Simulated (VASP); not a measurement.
Wanted: the native input for a VASP 6.6.1 run.

```yaml
Task: single point
Functional: PBEsol
Potentials_or_basis: VASP PAW PBE potentials, release 64 (Ti_sv, Al)
Cutoff: 520 eV
k_mesh: 12 × 12 × 12
Occupations: gaussian, width 0.15 eV
Spin: no spin polarisation
Dipole_correction: no
Further_INCAR_settings: ALGO = Fast; EDIFF = 1e-07; NBANDS = 18
```

The structure of TiAl3 lies in POSCAR:

```
TiAl3
1.0
    3.9483448101      0.0000000000      0.0000000000
    0.0000000000      3.9483448101      0.0000000000
    0.0000000000      0.0000000000      3.9483448101
Ti Al
1 3
Direct
   -0.0109952631     -0.0038469353     -0.0060327477
    0.5451888481      0.5009906447     -0.0052270803
    0.4890836830      0.0197851906      0.5341515961
   -0.0232772681      0.4830711000      0.4771082319
```

This cell differs from its parent crystal: atoms moved at random.

One way to write it, as run:

INCAR

```
PREC     = Accurate       # precision mode
ENCUT    = 520            # plane-wave cutoff, eV
EDIFF    = 1E-7           # SCF threshold, eV
ISMEAR   = 0              # smearing method
SIGMA    = 0.15           # smearing width, eV
LREAL    = False          # projectors in reciprocal space
LASPH    = True           # aspherical terms in the spheres
NELM     = 60             # most SCF steps
ALGO     = Fast           # electronic algorithm
ISIF     = 2              # what is computed and relaxed
LWAVE    = False          # write WAVECAR
LCHARG   = False          # write CHGCAR
GGA      = PS             # functional
NBANDS   = 18             # bands
```

KPOINTS

```
Automatic mesh
0
Gamma
  12 12 12
```

Potentials or basis: VASP PAW PBE potentials, release 64 (Ti_sv, Al).

The run is started by

```console
$ cat potpaw_PBE.64/Ti_sv/POTCAR potpaw_PBE.64/Al/POTCAR > POTCAR
$ mpirun -np 1 vasp_std > vasp.out
```

It gave:

```json
{"Pressure": "2.8 GPa", "Largest force": "1.813 eV/Å"}
```

Caveat: the cell differs from its parent crystal (atoms moved at random); the PAW data sets were made with another functional, which shifts forces and pressure a little.

It took 20 min on 1 thread of AMD EPYC 9R45 96-Core Processor (Zen 5), on a shared host, peak memory 0.86 GiB.
